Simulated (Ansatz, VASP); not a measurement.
# MgO in VASP and in Ansatz

```xyz
2
Lattice="2.1022 2.1022 0.0000 -2.1022 2.1022 0.0000 0.0000 2.1022 2.1022" Properties=species:S:1:pos:R:3 pbc="T T T"
Mg    0.0000    0.0000    0.0000
O     0.0000    2.1022    0.0000
```

Alike in both runs: functional r2SCAN; k mesh 14 × 14 × 14; occupations fermi-dirac, width 0.08 eV; no spin polarisation.

Ansatz relaxed the structure, and its values are those at the end. VASP's run is a single point on that final structure, the one shown.

```csv
,VASP,Ansatz
version,VASP 6.6.1,Ansatz 0.2.0
potentials or method,"VASP PAW PBE potentials, release 64 (Mg, O)","PAW with Ansatz's default frozen-core files, scalar-relativistic"
plane-wave cutoff (eV),520,500
valence electrons in the cell,8,16
```

Ansatz gave:

```
gap on the k mesh at the Fermi level (eV) : 5.68
pressure (GPa)                            : 0.0
```

Q: Estimate VASP's values.

A: gap on the k mesh at the Fermi level (eV): 5.66; pressure (GPa): -1.1.

VASP's potentials were made for PBE, not for r2SCAN. The functional is the same, so the differences come from potentials, cutoffs and numerics. VASP's potentials hold 8 valence electrons a cell and Ansatz's 16, so a difference there can come from the potentials and not from the codes.
